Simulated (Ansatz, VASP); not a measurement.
**SrO: VASP beside Ansatz**

INCAR

```
SYSTEM = SrO
  PREC = Accurate
  ENCUT = 520
  EDIFF = 1E-6
  ISMEAR = 0
  SIGMA = 0.02
  LREAL = .False.
  LASPH = .True.
  NELM = 100
  ALGO = Normal
  ISIF = 2
  LWAVE = .False.
  LCHARG = .False.
  GGA = PE
  NBANDS = 15
```

KPOINTS

```
regular mesh
0
Gamma
  8 8 8
  0 0 0
```

Contents of POSCAR:

```
SrO
1.0
    0.0000000000      2.5973730505      2.5973730505
    2.5973730505      0.0000000000      2.5973730505
    2.5973730505      2.5973730505      0.0000000000
Sr O
1 1
Direct
    0.5000000000      0.5000000000      0.5000000000
    0.0000000000      0.0000000000      0.0000000000
```

Input for Ansatz:

```yaml
crystal:
  lattice:
    - [0.0, 2.5973730505, 2.5973730505]
    - [2.5973730505, 0.0, 2.5973730505]
    - [2.5973730505, 2.5973730505, 0.0]
  atoms:
    - { symbol: Sr, position: [0.5, 0.5, 0.5] }
    - { symbol: O, position: [0.0, 0.0, 0.0] }
basis:
  ecutwfc: 420
kpoints:
  mp_grid: { grid: [8, 8, 8] }
  band_path: { path: [VBM, CBM], npoints: 2 }
hamiltonian:
  xc: pbe
scf:
  occupations: { method: gaussian, width: 0.02 }
output:
  forces: false
  stress: false
  eigenvalues: true
checkpoint:
  read: start.run
  write: ck
  compress: false
  write_wavefunctions: false
  write_every: 100000
```

Alike in both runs: task single point; functional PBE; k mesh 8 × 8 × 8; occupations gaussian, width 0.02 eV; no spin polarisation.

|  | VASP | Ansatz |
| --- | --- | --- |
| version | VASP 6.6.1 | Ansatz 0.2.0 |
| potentials or method | VASP PAW PBE potentials, release 64 (Sr_sv, O), cutoff 520 eV | scalar-relativistic, plane waves, PAW |
| valence electrons in the cell | 16 | 16 |

|  | VASP | Ansatz | Ansatz less VASP |
| --- | --- | --- | --- |
| gap on the k mesh at the Fermi level (eV) | 3.28 | 3.33 | +0.046 |
| least direct gap on the mesh (eV) | 3.39 | 3.42 | +0.036 |
